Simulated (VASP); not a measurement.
Write the native input for VASP 6.6.1 that does the following.

```yaml
Task: relaxation of volume and atoms at fixed shape
Functional: PBEsol
Potentials_or_basis: VASP PAW PBE potentials, release 64 (Cu)
Cutoff: 600 eV
k_mesh: 14 × 14 × 14
Occupations: fermi-dirac, width 0.1 eV
Spin: no spin polarisation
Dipole_correction: no
Further_INCAR_settings: ALGO = Normal; EDIFF = 1e-07; IBRION = 2; EDIFFG = -0.03; NSW = 80; ISIF = 8
```

The structure of Cu lies in POSCAR:

```
Cu
1.0
    0.0000000000      1.8075000000      1.8075000000
    1.8075000000      0.0000000000      1.8075000000
    1.8075000000      1.8075000000      0.0000000000
Cu
1
Direct
    0.0000000000      0.0000000000      0.0000000000
```

The input as run:

INCAR

```
SYSTEM = Cu
PREC = Accurate
ENCUT = 600
EDIFF = 1E-7
ISMEAR = -1
SIGMA = 0.1
LREAL = .False.
LASPH = .True.
NELM = 120
ALGO = Normal
ISIF = 8
LWAVE = .False.
LCHARG = .False.
GGA = PS
IBRION = 2
NSW = 80
EDIFFG = -0.03
GGA_COMPAT = .False.
NELMIN = 4
```

KPOINTS

```
Automatic mesh
0
Gamma
  14 14 14
  0 0 0
```

Potentials or basis: VASP PAW PBE potentials, release 64 (Cu).

The run is started by

```bash
$ cat potpaw_PBE.64/Cu/POTCAR > POTCAR
$ mpirun -np 1 vasp_std > vasp.out
```

It gave:

| Item | Value |
| --- | --- |
| Relaxed volume | 11.37 Å³/atom |
| Relaxed cell | a = 2.524 Å, b = 2.524 Å, c = 2.524 Å, α = 60.00°, β = 60.00°, γ = 60.00° |
| Space group after relaxing (to 0.1 Å) | Fm-3m (No. 225) |
| Energy gained by relaxing | 8.1 meV/atom |
| Ionic steps | 3 |
| Pressure after relaxing | 0.0 GPa |
| Band gap on the k mesh | zero (an odd number of electrons rules out a gap without spin polarisation) |

Caveat: the PAW data sets were made with another functional, which shifts forces and pressure a little.

Run time: 16 s on 1 thread of Intel(R) Xeon(R) Platinum 8375C CPU @ 2.90GHz (Ice Lake), on a shared host, peak memory 0.14 GiB.
